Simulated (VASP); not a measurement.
A run of VASP 6.6.1 is set up as follows.

INCAR

```
SYSTEM = MnS
PREC = Accurate
ENCUT = 520
EDIFF = 1E-6
ISMEAR = 0
SIGMA = 0.2
LREAL = .False.
LASPH = .True.
NELM = 100
ALGO = Normal
ISIF = 2
LWAVE = .False.
LCHARG = .True.
LELF = .True.
LVHAR = .True.
NBANDS = 16
```

KPOINTS

```
regular mesh
0
Gamma
  14 14 14
  0 0 0
```

POSCAR

```
MnS
1.0
    0.0000000000      2.4181454520      2.4181454520
    2.4181454520      0.0000000000      2.4181454520
    2.4181454520      2.4181454520      0.0000000000
Mn S
1 1
Direct
    0.0000000000      0.0000000000      0.0000000000
    0.7500000000      0.7500000000      0.7500000000
```

Potentials or basis: VASP PAW LDA potentials, release 64 (Mn_pv, S).

Launch:

```bash
$ cat potpaw_LDA.64/Mn_pv/POTCAR potpaw_LDA.64/S/POTCAR > POTCAR
$ mpirun -np 1 vasp_std > vasp.out
```

Q: What does it give for the pressure?

A: 3.7 GPa.

Caveat: the run has no spin polarisation, though such a crystal can be magnetic; semilocal functionals often make such compounds metallic where correlation or magnetic order opens a gap, which also shifts bond lengths. Spin polarisation is off, so any magnetic state and its effect on volume and gap are missing.
